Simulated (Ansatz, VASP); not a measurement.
**C: VASP beside Ansatz**

The input INCAR:

```
ALGO     = Normal         # electronic algorithm
EDIFF    = 1E-6           # SCF threshold, eV
ENCUT    = 520            # plane-wave cutoff, eV
GGA      = PS             # functional
ISIF     = 2              # what is computed and relaxed
ISMEAR   = 0              # smearing method
LASPH    = T              # aspherical terms in the spheres
LCHARG   = T              # write CHGCAR
LELF     = T              # ELF
LREAL    = F              # projectors in reciprocal space
LVHAR    = T            
LWAVE    = F              # write WAVECAR
NBANDS   = 11             # bands
NELM     = 80             # most SCF steps
PREC     = Accurate       # precision mode
SIGMA    = 0.05           # smearing width, eV
```

KPOINTS

```
k-points
0
Gamma
  14 14 14
```

File POSCAR:

```
C
1.0
    0.0000000000      2.1270000000      3.3480000000
    1.2280000000      0.0000000000      3.3480000000
    1.2280000000      2.1270000000      0.0000000000
C
2
Direct
    0.1948801156      0.7155141497     -0.0610060623
    0.8333300000      0.1666700000      0.8333300000
```

Input for Ansatz:

```yaml
crystal:
  lattice:
    - [0.0, 2.127, 3.348]
    - [1.228, 0.0, 3.348]
    - [1.228, 2.127, 0.0]
  atoms:
    - { symbol: C, position: [0.1948801156, 0.7155141497, -0.0610060623] }
    - { symbol: C, position: [0.83333, 0.16667, 0.83333] }
basis:
  ecutwfc: 420
kpoints:
  mp_grid: { grid: [14, 14, 14] }
hamiltonian:
  xc: pbesol
scf:
  occupations: { method: gaussian, width: 0.05 }
output:
  forces: true
  stress: true
  eigenvalues: true
  write_density: true
  write_potential: true
  elf: true
  volumetric_format: npy
```

Alike in both runs: task single point; functional PBEsol; k mesh 14 × 14 × 14; occupations gaussian, width 0.05 eV; no spin polarisation.

|  | VASP | Ansatz |
| --- | --- | --- |
| version | VASP 6.6.1 | Ansatz 0.2.0 |
| potentials or method | VASP PAW PBE potentials, release 64 (C), cutoff 520 eV | scalar-relativistic, plane waves, PAW |
| valence electrons in the cell | 8 | 8 |

```tsv
	VASP	Ansatz	Ansatz less VASP
gap on the k mesh at the Fermi level (eV)	none	none	-
rms of the force components (eV/Å)	10.847	10.640	-0.2074
```

VASP's potentials were made for PBE, not for PBEsol. Atom by atom the forces differ by 0.209 eV/Å (rms over components). A gap of «none» marks a metal or a gap that the smearing closes.
